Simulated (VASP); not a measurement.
Write the native input for VASP 6.6.1 that does the following.

```yaml
Task: single point
Functional: r2SCAN
Potentials_or_basis: VASP PAW PBE potentials, release 64 (Si, O)
Cutoff: 520 eV
k_mesh: 6 × 6 × 4
Occupations: gaussian, width 0.02 eV
Spin: no spin polarisation
Dipole_correction: no
Further_INCAR_settings: ALGO = Normal; EDIFF = 1e-07; NBANDS = 44
```

Crystal: SiO2.

```
CELL_PARAMETERS angstrom
4.98590 0.00000 0.00000
0.00000 4.98590 0.00000
0.00000 0.00000 7.09832
ATOMIC_POSITIONS crystal
Si 0.00000 0.00000 0.00000
Si 0.00000 0.50000 0.25000
Si 0.50000 0.50000 0.50000
Si 0.50000 0.00000 0.75000
O 0.09748 0.25000 0.12500
O 0.25000 0.59748 0.37500
O 0.75000 0.40252 0.37500
O 0.90252 0.75000 0.12500
O 0.59748 0.75000 0.62500
O 0.75000 0.09748 0.87500
O 0.25000 0.90252 0.87500
O 0.40252 0.25000 0.62500
```

This cell differs from its parent crystal: uniaxial strain along c: -3.0 %.

The input as run:

POSCAR

```
SiO2
1.0
    4.9858980576      0.0000000000      0.0000000000
    0.0000000000      4.9858980576      0.0000000000
    0.0000000000      0.0000000000      7.0983174146
Si O
4 8
Direct
    0.0000000000      0.0000000000      0.0000000000
    0.0000000000      0.5000000000      0.2500000000
    0.5000000000      0.5000000000      0.5000000000
    0.5000000000      0.0000000000      0.7500000000
    0.0974792364      0.2500000000      0.1250000000
    0.2500000000      0.5974792364      0.3750000000
    0.7500000000      0.4025207636      0.3750000000
    0.9025207636      0.7500000000      0.1250000000
    0.5974792364      0.7500000000      0.6250000000
    0.7500000000      0.0974792364      0.8750000000
    0.2500000000      0.9025207636      0.8750000000
    0.4025207636      0.2500000000      0.6250000000
```

INCAR.step1

```
PREC = Accurate
ENCUT = 520
ISMEAR = 0
SIGMA = 0.02
LREAL = False
LASPH = True
NELM = 80
NBANDS = 44
GGA = PE
ALGO = Normal
EDIFF = 1E-4
LWAVE = True
LCHARG = False
```

INCAR.step2

```
PREC = Accurate
ENCUT = 520
EDIFF = 1E-7
ISMEAR = 0
SIGMA = 0.02
LREAL = False
LASPH = True
NELM = 80
ALGO = Normal
ISIF = 2
LWAVE = False
LCHARG = True
METAGGA = R2SCAN
LMIXTAU = True
LELF = True
LVHAR = True
NBANDS = 44
ISTART = 1
```

KPOINTS

```
Automatic mesh
0
Gamma
  6 6 4
```

Potentials or basis: VASP PAW PBE potentials, release 64 (Si, O).

Command:

```bash
$ cat potpaw_PBE.64/Si/POTCAR potpaw_PBE.64/O/POTCAR > POTCAR
$ cp INCAR.step1 INCAR
$ mpirun -np 1 vasp_std > vasp.out
$ cp INCAR.step2 INCAR
$ mpirun -np 1 vasp_std > vasp.out
```

It gave:

```json
{"Pressure": "2.7 GPa", "Largest force": "0.138 eV/Å", "Band gap on the k mesh": "6.63 eV"}
```

Caveat: the cell differs from its parent crystal (uniaxial strain along c: -3.0 %); the PAW data sets were made with another functional, which shifts forces and pressure a little.

It took 26 min on 1 thread of Oxide Virtual Turin-like Processor, on a shared host, peak memory 0.37 GiB.
